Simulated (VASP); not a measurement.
Set up this calculation in VASP 6.6.1, as the native input.

```yaml
Task: single point
Functional: PBEsol
Potentials_or_basis: VASP PAW PBE potentials, release 64 (Eu, O)
Cutoff: 600 eV
k_mesh: 8 × 8 × 8
Occupations: gaussian, width 0.05 eV
Spin: collinear spin, ferromagnetic start
Starting_moments: "[7.39, -0.1] μB"
Hubbard_terms: Eu f U = 6.0 eV
Dipole_correction: no
Further_INCAR_settings: ALGO = Normal; EDIFF = 1e-06; NBANDS = 22
```

The structure of EuO lies in POSCAR:

```
EuO
1.0
    0.0000000000      2.5249485442      2.5249485442
    2.5249485442      0.0000000000      2.5249485442
    2.5249485442      2.5249485442      0.0000000000
Eu O
1 1
Direct
    0.5000000000      0.5000000000      0.5000000000
    0.0000000000      0.0000000000      0.0000000000
```

The input as run:

INCAR

```
SYSTEM = EuO
PREC = Accurate
ENCUT = 600
EDIFF = 1E-6
ISMEAR = 0
SIGMA = 0.05
LREAL = .FALSE.
LASPH = .TRUE.
NELM = 200
ALGO = Normal
ISIF = 2
LWAVE = .FALSE.
LCHARG = .FALSE.
ISPIN = 2
MAGMOM = 7.39 -0.1
LORBIT = 11
LMAXMIX = 6
LDAU = .TRUE.
LDAUTYPE = 2
LDAUL = 3 -1
LDAUU = 6 0
LDAUJ = 0 0
LDAUPRINT = 1
GGA = PS
NBANDS = 22
GGA_COMPAT = .FALSE.
```

KPOINTS

```
regular mesh
0
G
  8 8 8
  0 0 0
```

Potentials or basis: VASP PAW PBE potentials, release 64 (Eu, O).

Launch:

```bash
$ cat potpaw_PBE.64/Eu/POTCAR potpaw_PBE.64/O/POTCAR > POTCAR
$ mpirun -np 1 vasp_std > vasp.out
```

Results of the run:

The pressure is 1.3 GPa. The band gap on the k mesh is zero (filled and empty bands overlap) and the net moment is 7.00 μB per cell. The site moments are Eu +6.73; O -0.10 μB and the valence electrons inside the program's atomic spheres are Eu 14.94; O 4.95.

Caveat: the PAW data sets were made with another functional, which shifts forces and pressure a little; spin-orbit coupling is left out, which moves the levels of the heavy elements; a cell with one magnetic atom can't hold antiferromagnetic order, which such compounds often take.

It took 2.3 min on 1 thread of Intel Xeon 8259CL (shared host), peak memory 0.23 GiB.
